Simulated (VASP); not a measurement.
# AlN (F-43m) in VASP: single point with PBE

Aim: the single point of AlN with PBE.

Program: VASP 6.6.1. These are calculated values, not measurements. Logs are shortened: lines on timing, memory, paths and dates and some standing lists are left out, and cuts for length are marked.

## 1. The cell of the first run

The structure is cubic, space group F-43m (No. 216). Conventional cell: a = 4.403 Å, b = 4.403 Å, c = 4.403 Å, α = 90.00°, β = 90.00°, γ = 90.00°. Within 2.5 Å of Al (site symmetry -43m) lie 4 N at 1.91 Å. Within 2.5 Å of N (site symmetry -43m) lie 4 Al at 1.91 Å.

## 2. Single point, PBE

File INCAR:

```
  PREC = Accurate
  ENCUT = 520
  EDIFF = 1E-6
  ISMEAR = 0
  SIGMA = 0.05
  LREAL = F
  LASPH = T
  NELM = 100
  ALGO = Normal
  ISIF = 2
  LWAVE = F
  LCHARG = F
  GGA = PE
  NBANDS = 26
```

File KPOINTS:

```
Automatic mesh
0
Gamma
  6 6 6
```

File POSCAR:

```
AlN
1.0
    4.4025164325      0.0000000000      0.0000000000
    0.0000000000     -4.4025164325      0.0000000000
    0.0000000000      0.0000000000     -4.4025164325
Al N
4 4
Direct
    0.0000000000      0.0000000000      0.0000000000
    0.5000000000      0.5000000000      0.0000000000
    0.5000000000      0.0000000000      0.5000000000
    0.0000000000      0.5000000000      0.5000000000
    0.7500000000      0.7500000000      0.7500000000
    0.2500000000      0.2500000000      0.7500000000
    0.2500000000      0.7500000000      0.2500000000
    0.7500000000      0.2500000000      0.2500000000
```

Potentials or basis: VASP PAW PBE potentials, release 64 (Al, N).

The run is started by

```
> cat potpaw_PBE.64/Al/POTCAR potpaw_PBE.64/N/POTCAR > POTCAR
> mpirun -np 1 vasp_std > vasp.out
```

OUTCAR:

```text
PREC = Accurate
   ENCUT = 520
   EDIFF = 1E-6
   ISMEAR = 0
   LREAL = F
   LASPH = T
   NELM = 100
   ISIF = 2
   GGA = PE

 ion  position               nearest neighbor table
   1  0.000  0.000  0.000-   5 1.91   6 1.91   7 1.91   8 1.91   3 3.11   4 3.11   2 3.11   3 3.11
                             4 3.11   2 3.11   4 3.11   4 3.11   2 3.11   3 3.11   3 3.11   2 3.11
   2  0.500  0.500  0.000-   5 1.91   6 1.91   7 1.91   8 1.91   3 3.11   4 3.11   1 3.11   3 3.11
                             4 3.11   1 3.11   3 3.11   3 3.11   1 3.11   4 3.11   4 3.11   1 3.11
   3  0.500  0.000  0.500-   5 1.91   6 1.91   7 1.91   8 1.91   2 3.11   4 3.11   1 3.11   1 3.11
                             2 3.11   2 3.11   4 3.11   2 3.11   1 3.11   4 3.11   1 3.11   4 3.11
   4  0.000  0.500  0.500-   5 1.91   6 1.91   7 1.91   8 1.91   2 3.11   3 3.11   1 3.11   1 3.11
                             2 3.11   1 3.11   3 3.11   1 3.11   2 3.11   3 3.11   2 3.11   3 3.11
   5  0.750  0.750  0.750-   1 1.91   2 1.91   3 1.91   4 1.91
   6  0.250  0.250  0.750-   1 1.91   2 1.91   3 1.91   4 1.91
   7  0.250  0.750  0.250-   1 1.91   2 1.91   3 1.91   4 1.91
   8  0.750  0.250  0.250-   1 1.91   2 1.91   3 1.91   4 1.91

  LATTYP: Found a simple cubic cell.
 ALAT       =     4.4025164325

  Lattice vectors:

 A1 = (   4.4025164325,   0.0000000000,   0.0000000000)
 A2 = (   0.0000000000,  -4.4025164325,   0.0000000000)
 A3 = (   0.0000000000,   0.0000000000,  -4.4025164325)

Analysis of symmetry for initial positions (statically):
=====================================================================
 Subroutine PRICEL returns following result:

  LATTYP: Found a face centered cubic cell.
 ALAT       =     4.4025164325

  Lattice vectors:

 A1 = (   2.2012582162,   2.2012582162,   0.0000000000)
 A2 = (   2.2012582162,   0.0000000000,  -2.2012582162)
 A3 = (   0.0000000000,   2.2012582162,  -2.2012582162)

   4 primitive cells build up your supercell.

 Routine SETGRP: Setting up the symmetry group for a
 simple cubic supercell.

 Subroutine GETGRP returns: Found 24 space group operations
 (whereof 24 operations were pure point group operations)
 out of a pool of 48 trial point group operations.

The static configuration has the point symmetry T_d .

Analysis of symmetry for dynamics (positions and initial velocities):
=====================================================================
 Subroutine PRICEL returns following result:

  LATTYP: Found a face centered cubic cell.
 ALAT       =     4.4025164325

  Lattice vectors:

 A1 = (   2.2012582162,   2.2012582162,   0.0000000000)
 A2 = (   2.2012582162,   0.0000000000,  -2.2012582162)
 A3 = (   0.0000000000,   2.2012582162,  -2.2012582162)

   4 primitive cells build up your supercell.

 Routine SETGRP: Setting up the symmetry group for a
 simple cubic supercell.

 Subroutine GETGRP returns: Found 24 space group operations
 (whereof 24 operations were pure point group operations)
 out of a pool of 48 trial point group operations.

The dynamic configuration has the point symmetry T_d .

 Subroutine INISYM returns: Found 24 space group operations
 (whereof 24 operations are pure point group operations),
 and found     4 'primitive' translations

----------------------------------------------------------------------------------------

                                     Primitive cell

  volume of cell :      21.3326

  direct lattice vectors                    reciprocal lattice vectors
     2.201258216  2.201258216  0.000000000     0.227142821  0.227142821  0.227142821
     2.201258216  0.000000000 -2.201258216     0.227142821 -0.227142821 -0.227142821
     0.000000000  2.201258216 -2.201258216    -0.227142821  0.227142821 -0.227142821

  length of vectors
     3.113049224  3.113049224  3.113049224     0.393422906  0.393422906  0.393422906

  position of ions in fractional coordinates (direct lattice)
     0.000000000  0.000000000  0.000000000
     0.250000000  0.250000000  0.250000000

  ion indices of the primitive-cell ions
   primitive index   ion index
                 1           1
                 2           5

----------------------------------------------------------------------------------------

 KPOINTS: Automatic mesh

Automatic generation of k-mesh.
 Grid dimensions read from file:
 generate k-points for:    6    6    6

 Generating k-lattice:

  Cartesian coordinates                     Fractional coordinates (reciprocal lattice)
     0.037857137  0.000000000  0.000000000     0.166666667  0.000000000  0.000000000
     0.000000000 -0.037857137  0.000000000     0.000000000  0.166666667  0.000000000
     0.000000000  0.000000000 -0.037857137     0.000000000  0.000000000  0.166666667

  Length of vectors
     0.037857137  0.037857137  0.037857137

  Shift w.r.t. Gamma in fractional coordinates (k-lattice)
     0.000000000  0.000000000  0.000000000

 Subroutine IBZKPT returns following result:
 ===========================================

 Found     20 irreducible k-points:

 Following reciprocal coordinates:
            Coordinates               Weight
  0.000000  0.000000  0.000000      1.000000
  0.166667  0.000000  0.000000      6.000000
  0.333333  0.000000  0.000000      6.000000
  0.500000  0.000000  0.000000      3.000000
  0.166667  0.166667  0.000000     12.000000
  0.333333  0.166667  0.000000     24.000000
[... 12 lines left out ...]
  0.500000  0.500000  0.333333      6.000000
  0.500000  0.500000  0.500000      1.000000
   k-points           NKPTS =     20   k-points in BZ     NKDIM =     20   number of bands    NBANDS=     26
   number of dos      NEDOS =    301   number of ions     NIONS =      8
   total plane-waves  NPLWV =  46656
   dimension x,y,z NGX =    36 NGY =   36 NGZ =   36
   dimension x,y,z NGXF=    72 NGYF=   72 NGZF=   72
   ions per type =               4   4
   NGX,Y,Z   is equivalent  to a cutoff of  13.59, 13.59, 13.59 a.u.
   NGXF,Y,Z  is equivalent  to a cutoff of  27.19, 27.19, 27.19 a.u.
 SYSTEM =  unknown system
   PREC   = accura    normal or accurate (medium, high low for compatibility)
   ISTART =      0    job   : 0-new  1-cont  2-samecut
   ICHARG =      2    charge: 1-file 2-atom 10-const
   ISPIN  =      1    spin polarized calculation?
   LNONCOLLINEAR =      F non collinear calculations
   LSORBIT =      F    spin-orbit coupling
   LASPH  =      T    aspherical Exc in radial PAW
   ENCUT  =  520.0 eV  38.22 Ry    6.18 a.u.   8.19  8.19  8.19*2*pi/ulx,y,z
   NELM   =    100;   NELMIN=  2; NELMDL= -5     # of ELM steps
   EDIFF  = 0.1E-05   stopping-criterion for ELM
   LREAL  =      F    real-space projection
   EDIFFG = 0.1E-04   stopping-criterion for IOM
   NSW    =      0    number of steps for IOM
   IBRION =     -1    ionic relax: 0-MD 1-quasi-New 2-CG
   NFREE  =      0    steps in history (QN), initial steepest desc. (CG)
   ISIF   =      2    stress and relaxation
   ISYM   =      2    0-nonsym 1-usesym 2-fastsym
   POTIM  = 0.5000    time-step for ionic-motion
   TEBEG  =    0.0;   TEEND  =   0.0 temperature during run
   PSTRESS=    0.0 pullay stress
   NELECT =      32.0000    total number of electrons
   NUPDOWN=      -1.0000    fix difference up-down
   EMIN   =  10.00;   EMAX   =-10.00  energy-range for DOS
   EFERMI =   0.00;   METHOD = LEGACY
   ISMEAR =     0;   SIGMA  =   0.05  broadening in eV -4-tet -1-fermi 0-gaus
   EFERMI_NEDOS =   21; number of points for ismear=-14 and -15
   IALGO  =     38    algorithm
   IMIX   =      4    mixing-type and parameters
     AMIX     =   0.40;   BMIX     =  1.00
     AMIX_MAG =   1.60;   BMIX_MAG =  1.00
  volume/ion in A,a.u.               =      10.67        71.98
  Fermi-wavevector in a.u.,A,eV,Ry     =   1.180567  2.230947 18.962951  1.393738
  Thomas-Fermi vector in A             =   2.316857
   LORBIT       =      0    0 simple, 1 ext, 2 COOP (PROOUT), +10 PAW based schemes
   GGA     = PE    functional components
   LHFCALC =     F    Hartree Fock is set to
   AEXX    =    0.0000 exact exchange contribution
   IVDW    =     0    specifies the selected vdW correction
   LEPSILON=     F    determine dielectric tensor
   LRPA    =     F    only Hartree local field effects (RPA)
 non-spin polarized calculation
 Gauss-broadening in eV      SIGMA  =   0.05
  energy-cutoff  :      520.00
  volume of cell :       85.33
 maximum number of plane-waves:      2325
 NGX is ok and might be reduce to    36
   NGX = 17   NGY = 17   NGZ = 17

 number of electron      31.9999997 magnetization

 Free energy of the ion-electron system (eV)
  ---------------------------------------------------
  ext. energy  EPLUGINS =         0.00000000
  ---------------------------------------------------
  free energy    TOTEN  =       -59.38977342 eV

  energy without entropy =      -59.38977342  energy(sigma->0) =      -59.38977342

 E-fermi :   6.0185     XC(G=0): -10.8310

 val. band max:        5.7489733041   @ k =   0.0000   0.0000   0.0000
 cond. band min:       9.0544734582   @ k =   0.0000   0.0000   0.0000
 fundamental gap:      3.3055001541
 Fermi energy:         6.0184506945

 k-point     1 :       0.0000    0.0000    0.0000
  band No.  band energies     occupation
      1      -9.0960      2.00000
      2      -6.5038      2.00000
      3      -6.5038      2.00000
      4      -6.5038      2.00000
      5       0.9182      2.00000
      6       0.9182      2.00000
[... 18 lines left out ...]
     25      18.0773      0.00000
     26      18.0773      0.00000

 k-point     2 :       0.1667    0.0000    0.0000
  band No.  band energies     occupation
      1      -8.9639      2.00000
      2      -6.7443      2.00000
      3      -6.4906      2.00000
      4      -6.4906      2.00000
      5       1.0672      2.00000
      6       1.0672      2.00000
[... 18 lines left out ...]
     25      18.2709      0.00000
[... 492 lines left out ...]
     25      16.9960      0.00000
     26      16.9960      0.00000

 k-point    20 :       0.5000    0.5000    0.5000
  band No.  band energies     occupation
      1      -7.1173      2.00000
      2      -7.1173      2.00000
      3      -7.1173      2.00000
      4      -7.1173      2.00000
      5      -0.0062      2.00000
      6      -0.0062      2.00000
[... 18 lines left out ...]
     25      16.7477      0.00000
     26      16.7477      0.00000

------------------------ aborting loop because EDIFF is reached ----------------------------------------

  FORCE on cell =-STRESS in cart. coord.  units (eV):
  Direction    XX          YY          ZZ          XY          YZ          ZX
  --------------------------------------------------------------------------------------
  -------------------------------------------------------------------------------------
  Total       -0.0945028     -0.0945028     -0.0945028      0.0000000      0.0000000      0.0000000
  in kB       -1.7744039     -1.7744039     -1.7744039      0.0000000      0.0000000      0.0000000
  external PRESSURE =      -1.7744039 kB  Pullay stress =       0.0000000 kB

 VOLUME and BASIS-vectors are now :
 -----------------------------------------------------------------------------
  energy-cutoff  :      520.00
  volume of cell :       85.33
      direct lattice vectors                 reciprocal lattice vectors
     4.402516432  0.000000000  0.000000000     0.227142821  0.000000000  0.000000000
     0.000000000 -4.402516432  0.000000000     0.000000000 -0.227142821  0.000000000
     0.000000000  0.000000000 -4.402516432     0.000000000  0.000000000 -0.227142821

 POSITION                                       TOTAL-FORCE (eV/Angst)
 -----------------------------------------------------------------------------------
      0.00000      0.00000      0.00000        -0.000000     -0.000000      0.000000
      2.20126     -2.20126      0.00000        -0.000000     -0.000000      0.000000
      2.20126      0.00000     -2.20126        -0.000000     -0.000000      0.000000
      0.00000     -2.20126     -2.20126        -0.000000     -0.000000      0.000000
      3.30189     -3.30189     -3.30189        -0.000000      0.000000      0.000000
      1.10063     -1.10063     -3.30189         0.000000     -0.000000     -0.000000
      1.10063     -3.30189     -1.10063         0.000000     -0.000000      0.000000
      3.30189     -1.10063     -1.10063         0.000000     -0.000000     -0.000000
 -----------------------------------------------------------------------------------
    total drift:                                0.000000      0.000000     -0.000000

  FREE ENERGIE OF THE ION-ELECTRON SYSTEM (eV)
  ---------------------------------------------------
  free  energy   TOTEN  =       -59.3897734212 eV

  energy  without entropy=      -59.3897734212  energy(sigma->0) =      -59.38977342
```

It took 32 s on 1 thread of Intel Xeon Platinum 8488C (Sapphire Rapids), shared host; peak memory 0.2 GiB.

Results:

- Free energy: -59.3898 eV
- Pressure: -0.2 GPa
- Band gap on the k mesh: 3.31 eV

Levels at points of the mesh, in eV from the valence-band top:
```csv
k point,band 13,band 14,band 15,band 16,band 17,band 18,band 19,band 20
"(0.00, 0.00, 0.00)",-1.75,0.00,0.00,0.00,3.31,3.31,3.31,3.99
"(0.50, 0.00, 0.00)",-0.96,-0.96,-0.96,-0.96,5.85,5.85,5.99,5.99
"(0.50, 0.50, 0.00)",-0.52,-0.52,-0.52,-0.52,7.71,7.71,7.71,7.71
"(0.50, 0.50, 0.50)",-0.48,-0.48,-0.48,-0.48,7.17,7.17,7.17,7.17
```

A k mesh can miss the band edges.
